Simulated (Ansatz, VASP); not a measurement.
**Two plane-wave programs on Ir**

```xyz
1
Lattice="0.0000 1.9361 1.9361 1.9361 0.0000 1.9361 1.9361 1.9361 0.0000" Properties=species:S:1:pos:R:3 pbc="T T T"
Ir    0.0000    0.0000    0.0000
```

Alike in both runs: task single point; functional PBE; k mesh 14 × 14 × 14; no spin polarisation.

```csv
,VASP,Ansatz
version,VASP 6.6.1,Ansatz 0.2.0
potentials or method,"VASP PAW PBE potentials, release 64 (Ir), cutoff 520 eV","plane waves (420 eV) with PAW, scalar-relativistic"
occupations,"methfessel-paxton of order 1, width 0.6 eV","cold, width 0.6 eV"
valence electrons in the cell,9,17
```

Ansatz gave:

| Property | Result |
| --- | --- |
| pressure (GPa) | -0.1 |

**Question.** Which values does VASP return?

**Answer.** Pressure (GPa): 0.1.

VASP's potentials hold 9 valence electrons a cell and Ansatz's 17, so a difference there can come from the potentials and not from the codes.

Spin-orbit coupling is off throughout.
